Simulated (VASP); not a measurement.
Wanted: the native input for a VASP 6.6.1 run.

```
Task                   : single point
Functional             : r2SCAN
Potentials or basis    : VASP PAW PBE potentials, release 64 (Rh_pv)
Cutoff                 : 520 eV
k mesh                 : 24 × 24 × 24
Occupations            : fermi-dirac, width 0.05 eV
Spin                   : no spin polarisation
Dipole correction      : no
Further INCAR settings : ALGO = Normal; EDIFF = 1e-06; NBANDS = 14
```

Rh:

```
CELL_PARAMETERS angstrom
0.00000 1.87936 1.87936
1.87936 0.00000 1.87936
1.87936 1.87936 0.00000
ATOMIC_POSITIONS crystal
Rh 0.00000 0.00000 0.00000
```

The input as run:

POSCAR

```
Rh
1.0
    0.0000000000      1.8793579901      1.8793579901
    1.8793579901      0.0000000000      1.8793579901
    1.8793579901      1.8793579901      0.0000000000
Rh
1
Direct
    0.0000000000      0.0000000000      0.0000000000
```

INCAR.step1

```
SYSTEM = Rh
PREC = Accurate ; ENCUT = 520
ISMEAR = -1 ; SIGMA = 0.05
LREAL = .FALSE. ; LASPH = .TRUE.
NELM = 80 ; NBANDS = 14
GGA = PE ; ALGO = Normal
EDIFF = 1E-4 ; LWAVE = .TRUE.
LCHARG = .FALSE.
```

INCAR.step2

```
SYSTEM = Rh
PREC = Accurate ; ENCUT = 520
EDIFF = 1E-6 ; ISMEAR = -1
SIGMA = 0.05 ; LREAL = .FALSE.
LASPH = .TRUE. ; NELM = 80
ALGO = Normal ; ISIF = 2
LWAVE = .FALSE. ; LCHARG = .TRUE.
METAGGA = R2SCAN ; LMIXTAU = .TRUE.
LELF = .TRUE. ; LVHAR = .TRUE.
NBANDS = 14 ; ISTART = 1
```

KPOINTS

```
Automatic mesh
0
G
  24 24 24
  0 0 0
```

Potentials or basis: VASP PAW PBE potentials, release 64 (Rh_pv).

Command:

```bash
$ cat potpaw_PBE.64/Rh_pv/POTCAR > POTCAR
$ cp INCAR.step1 INCAR
$ mpirun -np 1 vasp_std > vasp.out
$ cp INCAR.step2 INCAR
$ mpirun -np 1 vasp_std > vasp.out
```

It gave:

* Pressure: 11.5 GPa

Caveat: the PAW data sets were made with another functional, which shifts forces and pressure a little.

It took 99 s on 1 thread of Intel(R) Xeon(R) 6975P-C (Granite Rapids), with other jobs on the host, peak memory 0.18 GiB.
